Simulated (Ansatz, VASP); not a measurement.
**RbHgGe in VASP and in Ansatz**

```xyz
3
Lattice="5.1089 0.0000 0.0000 0.0000 5.1089 0.0000 0.0000 0.0000 29.0503" Properties=species:S:1:pos:R:3 pbc="T T T"
Rb    0.0000    0.0000    7.9680
Ge    2.5545    2.5545    7.4519
Hg    2.5545    2.5545   10.0081
```

Alike in both runs: task single point; functional PBE; k mesh 10 × 10 × 1; occupations gaussian, width 0.1 eV; no spin polarisation.

|  | VASP | Ansatz |
| --- | --- | --- |
| version | VASP 6.6.1 | Ansatz 0.2.0 |
| potentials or method | VASP PAW PBE potentials, release 64 (Rb_sv, Ge_d, Hg), cutoff 410 eV | scalar-relativistic, plane waves, PAW |
| valence electrons in the cell | 35 | 43 |

VASP gave:

```
gap on the k mesh at the Fermi level (eV) : none
rms of the force components (eV/Å)        : 0.015
```

**Question.** Estimate Ansatz's values.

**Answer.** gap on the k mesh at the Fermi level (eV): none; rms of the force components (eV/Å): 0.004.

Atom by atom the forces differ by 0.019 eV/Å (rms over components). A gap of «none» marks a metal or a gap that the smearing closes. The functional is the same, so the differences come from potentials, cutoffs and numerics. VASP's potentials hold 35 valence electrons a cell and Ansatz's 43, so a difference there can come from the potentials and not from the codes.

Spin-orbit coupling is off throughout.
